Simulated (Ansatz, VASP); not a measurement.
# Two plane-wave programs on GaN

File INCAR:

```
PREC = Accurate
ENCUT = 600
EDIFF = 1E-6
ISMEAR = 0
SIGMA = 0.03
LREAL = False
LASPH = True
NELM = 120
ALGO = Normal
ISIF = 2
LWAVE = False
LCHARG = False
GGA = PS
NBANDS = 16
GGA_COMPAT = False
```

KPOINTS

```
regular mesh
0
Gamma
  12 12 12
```

POSCAR

```
GaN
1.0
    0.0000000000      1.9908668597      1.9908668597
    1.9908668597      0.0000000000      1.9908668597
    1.9908668597      1.9908668597      0.0000000000
Ga N
1 1
Direct
    0.0000000000      0.0000000000      0.0000000000
    0.5000000000      0.5000000000      0.5000000000
```

Input for Ansatz:

```yaml
crystal:
  lattice:
    - [0.0, 1.9908668597, 1.9908668597]
    - [1.9908668597, 0.0, 1.9908668597]
    - [1.9908668597, 1.9908668597, 0.0]
  atoms:
    - { symbol: Ga, position: [0.0, 0.0, 0.0] }
    - { symbol: "N", position: [0.5, 0.5, 0.5] }
scf:
  occupations: { method: gaussian, width: 0.03 }
output:
  forces: true
  stress: true
  eigenvalues: true
hamiltonian:
  xc: pbesol
basis:
  ecutwfc: 520
kpoints:
  mp_grid: { grid: [12, 12, 12] }
```

Alike in both runs: task single point; functional PBEsol; k mesh 12 × 12 × 12; occupations gaussian, width 0.03 eV; no spin polarisation.

|  | VASP | Ansatz |
| --- | --- | --- |
| version | VASP 6.6.1 | Ansatz 0.2.0 |
| potentials or method | VASP PAW PBE potentials, release 64 (Ga_d, N), cutoff 600 eV | scalar-relativistic, plane waves, PAW |
| valence electrons in the cell | 18 | 18 |

```csv
,VASP,Ansatz,Ansatz less VASP
gap on the k mesh at the Fermi level (eV),1.73,1.74,+0.011
least direct gap on the mesh (eV),5.26,5.22,-0.034
```

VASP's potentials were made for PBE, not for PBEsol.
